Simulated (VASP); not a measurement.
# AgI (P6_3mc) in VASP: a series of runs, part 2 of 3

VASP 6.6.1.

### Step 4. Single point, LDA

This run uses another cell than the first one, of 31.97 Å³/atom.

INCAR reads:

```
PREC = Accurate
ENCUT = 500
EDIFF = 1E-6
ISMEAR = -1
SIGMA = 0.05
LREAL = F
LASPH = T
NELM = 120
ALGO = Normal
ISIF = 2
LWAVE = F
LCHARG = F
NBANDS = 26
GGA_COMPAT = F
```

KPOINTS reads:

```
Automatic mesh
0
Gamma
  8 8 4
```

POSCAR reads:

```
AgI
1.0
    4.4849896914      0.0000000000      0.0000000000
   -2.2424948457      3.8841150085      0.0000000000
    0.0000000000      0.0000000000      7.3405745134
Ag I
2 2
Direct
    0.6666666667      0.3333333333      0.6277265145
    0.3333333333      0.6666666667      0.1277265145
    0.6666666667      0.3333333333      0.0022734855
    0.3333333333      0.6666666667      0.5022734855
```

Potentials or basis: VASP PAW LDA potentials, release 64 (Ag, I).

Run with:

```console
cat potpaw_LDA.64/Ag/POTCAR potpaw_LDA.64/I/POTCAR > POTCAR
mpirun -np 1 vasp_std > vasp.out
```

OUTCAR:

```text
PREC = Accurate
   ENCUT = 500
   EDIFF = 1E-6
   ISMEAR = -1
   LREAL = F
   LASPH = T
   NELM = 120
   ISIF = 2

 ion  position               nearest neighbor table
   1  0.667  0.333  0.628-   4 2.75   4 2.75   4 2.75   3 2.75
   2  0.333  0.667  0.128-   3 2.75   3 2.75   3 2.75   4 2.75
   3  0.667  0.333  0.002-   2 2.75   2 2.75   2 2.75   1 2.75
   4  0.333  0.667  0.502-   1 2.75   1 2.75   1 2.75   2 2.75

  LATTYP: Found a hexagonal cell.
 ALAT       =     4.4849896914
 C/A-ratio  =     1.6366981907

  Lattice vectors:

 A1 = (   4.4849896914,   0.0000000000,   0.0000000000)
 A2 = (  -2.2424948457,   3.8841150085,   0.0000000000)
 A3 = (   0.0000000000,   0.0000000000,   7.3405745134)

Analysis of symmetry for initial positions (statically):
=====================================================================
 Subroutine PRICEL returns:
 Original cell was already a primitive cell.

 Routine SETGRP: Setting up the symmetry group for a
 hexagonal supercell.

 Subroutine GETGRP returns: Found 12 space group operations
 (whereof  6 operations were pure point group operations)
 out of a pool of 24 trial point group operations.

The static configuration has the point symmetry C_3v.
 The point group associated with its full space group is C_6v.

Analysis of symmetry for dynamics (positions and initial velocities):
=====================================================================
 Subroutine PRICEL returns:
 Original cell was already a primitive cell.

 Routine SETGRP: Setting up the symmetry group for a
 hexagonal supercell.

 Subroutine GETGRP returns: Found 12 space group operations
 (whereof  6 operations were pure point group operations)
 out of a pool of 24 trial point group operations.

The dynamic configuration has the point symmetry C_3v.
 The point group associated with its full space group is C_6v.

 Subroutine INISYM returns: Found 12 space group operations
 (whereof  6 operations are pure point group operations),
 and found     1 'primitive' translations

----------------------------------------------------------------------------------------

                                     Primitive cell

  volume of cell :     127.8744

  direct lattice vectors                    reciprocal lattice vectors
     4.484989691  0.000000000  0.000000000     0.222965953  0.128729453  0.000000000
    -2.242494846  3.884115008  0.000000000     0.000000000  0.257458906  0.000000000
     0.000000000  0.000000000  7.340574513     0.000000000  0.000000000  0.136229119

  length of vectors
     4.484989691  4.484989691  7.340574513     0.257458906  0.257458906  0.136229119

  position of ions in fractional coordinates (direct lattice)
     0.666666667  0.333333333  0.627726514
     0.333333333  0.666666667  0.127726514
     0.666666667  0.333333333  0.002273485
     0.333333333  0.666666667  0.502273485

  ion indices of the primitive-cell ions
   primitive index   ion index
                 1           1
                 2           2
                 3           3
                 4           4

----------------------------------------------------------------------------------------

 KPOINTS: Automatic mesh

Automatic generation of k-mesh.
 Grid dimensions read from file:
 generate k-points for:    8    8    4

 Generating k-lattice:

  Cartesian coordinates                     Fractional coordinates (reciprocal lattice)
     0.027870744  0.016091182  0.000000000     0.125000000  0.000000000  0.000000000
     0.000000000  0.032182363  0.000000000     0.000000000  0.125000000  0.000000000
     0.000000000  0.000000000  0.034057280     0.000000000  0.000000000  0.250000000

  Length of vectors
     0.032182363  0.032182363  0.034057280

  Shift w.r.t. Gamma in fractional coordinates (k-lattice)
     0.000000000  0.000000000  0.000000000

 Subroutine IBZKPT returns following result:
 ===========================================

 Found     30 irreducible k-points:

 Following reciprocal coordinates:
            Coordinates               Weight
  0.000000  0.000000  0.000000      1.000000
  0.125000  0.000000  0.000000      6.000000
  0.250000  0.000000  0.000000      6.000000
  0.375000  0.000000  0.000000      6.000000
  0.500000  0.000000  0.000000      3.000000
  0.125000  0.125000  0.000000      6.000000
[... 16 lines left out ...]
  0.250000  0.000000  0.500000      6.000000
  0.375000  0.000000  0.500000      6.000000
 [... further k-points ...]
   k-points           NKPTS =     30   k-points in BZ     NKDIM =     30   number of bands    NBANDS=     26
   number of dos      NEDOS =    301   number of ions     NIONS =      4
   total plane-waves  NPLWV =  69984
   dimension x,y,z NGX =    36 NGY =   36 NGZ =   54
   dimension x,y,z NGXF=    72 NGYF=   72 NGZF=  108
   ions per type =               2   2
   NGX,Y,Z   is equivalent  to a cutoff of  13.34, 13.34, 12.23 a.u.
   NGXF,Y,Z  is equivalent  to a cutoff of  26.69, 26.69, 24.46 a.u.
 SYSTEM =  unknown system
   PREC   = accura    normal or accurate (medium, high low for compatibility)
   ISTART =      0    job   : 0-new  1-cont  2-samecut
   ICHARG =      2    charge: 1-file 2-atom 10-const
   ISPIN  =      1    spin polarized calculation?
   LNONCOLLINEAR =      F non collinear calculations
   LSORBIT =      F    spin-orbit coupling
   LASPH  =      T    aspherical Exc in radial PAW
   ENCUT  =  500.0 eV  36.75 Ry    6.06 a.u.   8.18  8.18 13.38*2*pi/ulx,y,z
   NELM   =    120;   NELMIN=  2; NELMDL= -5     # of ELM steps
   EDIFF  = 0.1E-05   stopping-criterion for ELM
   LREAL  =      F    real-space projection
[... 7 lines left out ...]
   TEBEG  =    0.0;   TEEND  =   0.0 temperature during run
   PSTRESS=    0.0 pullay stress
   NELECT =      36.0000    total number of electrons
   NUPDOWN=      -1.0000    fix difference up-down
   EMIN   =  10.00;   EMAX   =-10.00  energy-range for DOS
   EFERMI =   0.00;   METHOD = LEGACY
   ISMEAR =    -1;   SIGMA  =   0.05  broadening in eV -4-tet -1-fermi 0-gaus
   EFERMI_NEDOS =   21; number of points for ismear=-14 and -15
   IALGO  =     38    algorithm
   IMIX   =      4    mixing-type and parameters
     AMIX     =   0.40;   BMIX     =  1.00
     AMIX_MAG =   1.60;   BMIX_MAG =  1.00
  volume/ion in A,a.u.               =      31.97       215.73
  Fermi-wavevector in a.u.,A,eV,Ry     =   1.072954  2.027589 15.663441  1.151230
  Thomas-Fermi vector in A             =   2.208739
   LORBIT       =      0    0 simple, 1 ext, 2 COOP (PROOUT), +10 PAW based schemes
   GGA     = CA    functional components
   LHFCALC =     F    Hartree Fock is set to
   AEXX    =    0.0000 exact exchange contribution
   IVDW    =     0    specifies the selected vdW correction
   LEPSILON=     F    determine dielectric tensor
   LRPA    =     F    only Hartree local field effects (RPA)
 non-spin polarized calculation
  energy-cutoff  :      500.00
  volume of cell :      127.87
 maximum number of plane-waves:      3285
 NGX is ok and might be reduce to    36
   NGX = 17   NGY = 17   NGZ = 27

 number of electron      35.9999993 magnetization

 Free energy of the ion-electron system (eV)
  ---------------------------------------------------
  ext. energy  EPLUGINS =         0.00000000
  ---------------------------------------------------
  free energy    TOTEN  =       -12.24677470 eV

  energy without entropy =      -12.24677447  energy(sigma->0) =      -12.24677459

 E-fermi :   4.3118     XC(G=0):  -9.1580

 val. band max:        3.7191555658   @ k =   0.0000   0.0000   0.0000
 cond. band min:       4.8460558253   @ k =   0.0000   0.0000   0.0000
 fundamental gap:      1.1269002595
 Fermi energy:         4.3118473789

 k-point     1 :       0.0000    0.0000    0.0000
  band No.  band energies     occupation
      1      -9.5456      2.00000
      2      -9.1879      2.00000
      3      -0.9630      2.00000
      4      -0.9545      2.00000
      5      -0.9545      2.00000
      6      -0.9539      2.00000
[... 18 lines left out ...]
     25      10.2174      0.00000
     26      10.9896      0.00000

 k-point     2 :       0.1250    0.0000    0.0000
  band No.  band energies     occupation
      1      -9.5016      2.00000
      2      -9.1657      2.00000
      3      -1.0005      2.00000
      4      -0.9336      2.00000
      5      -0.9259      2.00000
      6      -0.8794      2.00000
[... 630 lines left out ...]
 k-point    24 :       0.3750    0.0000    0.5000
  band No.  band energies     occupation
      1      -9.1654      2.00000
      2      -9.1654      2.00000
      3      -1.2161      2.00000
      4      -1.2161      2.00000
      5      -0.6732      2.00000
      6      -0.6732      2.00000
[... 18 lines left out ...]
     25      10.9506      0.00000
     26      10.9506      0.00000

 [... further k-points ...]
[... 5 lines left out ...]
  --------------------------------------------------------------------------------------
  -------------------------------------------------------------------------------------
  Total        0.0092383      0.0092383      0.0111978      0.0000000      0.0000000      0.0000000
  in kB        0.1157494      0.1157494      0.1403006      0.0000000      0.0000000      0.0000000
  external PRESSURE =       0.1239331 kB  Pullay stress =       0.0000000 kB

 VOLUME and BASIS-vectors are now :
 -----------------------------------------------------------------------------
  energy-cutoff  :      500.00
  volume of cell :      127.87
      direct lattice vectors                 reciprocal lattice vectors
     4.484989691  0.000000000  0.000000000     0.222965953  0.128729453  0.000000000
    -2.242494846  3.884115008  0.000000000     0.000000000  0.257458906  0.000000000
     0.000000000  0.000000000  7.340574513     0.000000000  0.000000000  0.136229119

 POSITION                                       TOTAL-FORCE (eV/Angst)
 -----------------------------------------------------------------------------------
      2.24249      1.29471      4.60787        -0.000000     -0.000000     -0.000338
     -0.00000      2.58941      0.93759         0.000000     -0.000000     -0.000338
      2.24249      1.29471      0.01669         0.000000      0.000000      0.000338
     -0.00000      2.58941      3.68698        -0.000000     -0.000000      0.000338
 -----------------------------------------------------------------------------------
    total drift:                               -0.000000     -0.000000      0.000113

  FREE ENERGIE OF THE ION-ELECTRON SYSTEM (eV)
  ---------------------------------------------------
  free  energy   TOTEN  =       -12.2467747035 eV

  energy  without entropy=      -12.2467744750  energy(sigma->0) =      -12.24677459
```

OSZICAR:

```text
N       E                     dE             d eps       ncg     rms          rms(c)
DAV:   1     0.198571468714E+03    0.19857E+03   -0.15379E+04  1560   0.116E+03
DAV:   2    -0.242741762659E+01   -0.20100E+03   -0.19343E+03  1698   0.235E+02
DAV:   3    -0.123157376132E+02   -0.98883E+01   -0.98244E+01  1904   0.517E+01
DAV:   4    -0.124946605834E+02   -0.17892E+00   -0.17883E+00  1952   0.685E+00
DAV:   5    -0.124964441201E+02   -0.17835E-02   -0.17835E-02  1854   0.709E-01    0.890E+00
DAV:   6    -0.122614651552E+02    0.23498E+00   -0.86046E-01  1630   0.983E+00    0.640E+00
DAV:   7    -0.122503898137E+02    0.11075E-01   -0.12205E-01  1628   0.165E+00    0.222E+00
DAV:   8    -0.122468706770E+02    0.35191E-02   -0.53418E-03  1660   0.634E-01    0.297E-01
DAV:   9    -0.122467693590E+02    0.10132E-03   -0.15206E-03  1710   0.344E-01    0.612E-02
DAV:  10    -0.122467696228E+02   -0.26373E-06   -0.52628E-05  1694   0.819E-02    0.286E-02
DAV:  11    -0.122467758302E+02   -0.62075E-05   -0.23298E-05  1712   0.352E-02    0.207E-02
DAV:  12    -0.122467749428E+02    0.88743E-06   -0.14192E-05  1618   0.408E-02    0.701E-03
DAV:  13    -0.122467747035E+02    0.23926E-06   -0.21319E-06  1146   0.139E-02
   1 F= -.12246775E+02 E0= -.12246775E+02  d E =-.228574E-06
```

stdout:

```text
POSCAR found type information on POSCAR AgI
 POSCAR found :  2 types and       4 ions
 scaLAPACK will be used
 LDA part: xc-table for (Slater(with rela. corr.)+CA(PZ))
 , standard interpolation
 POSCAR, INCAR and KPOINTS ok, starting setup
 FFT: planning ... GRIDC
 FFT: planning ... GRID_SOFT
 FFT: planning ... GRID
 WAVECAR not read
 entering main loop
```

It took 2.1 min on 1 thread of Intel Xeon 8259CL, shared host; peak memory 0.26 GiB.

What came out:

| Quantity | Value |
| --- | --- |
| Free energy | -12.2468 eV |
| Pressure | 0.0 GPa |
| Band gap on the k mesh | 1.13 eV |

Levels at points of the mesh, in eV from the valence-band top:
```
           k point  band 15  band 16  band 17  band 18  band 19  band 20  band 21  band 22
(0.00, 0.00, 0.00)    -0.83    -0.09     0.00     0.00     1.13     2.41     5.51     5.51
(0.50, 0.00, 0.00)    -2.53    -2.06    -1.23    -0.83     3.19     3.33     4.53     5.84
(0.00, 0.00, 0.50)    -0.43    -0.43    -0.43    -0.43     2.48     2.48     5.45     5.45
(0.50, 0.00, 0.50)    -1.44    -1.44    -1.43    -1.43     3.00     3.00     4.64     4.64
```

Caveat: spin-orbit coupling is left out, which moves the levels of the heavy elements.

(Part 2 of 3 ends here.)
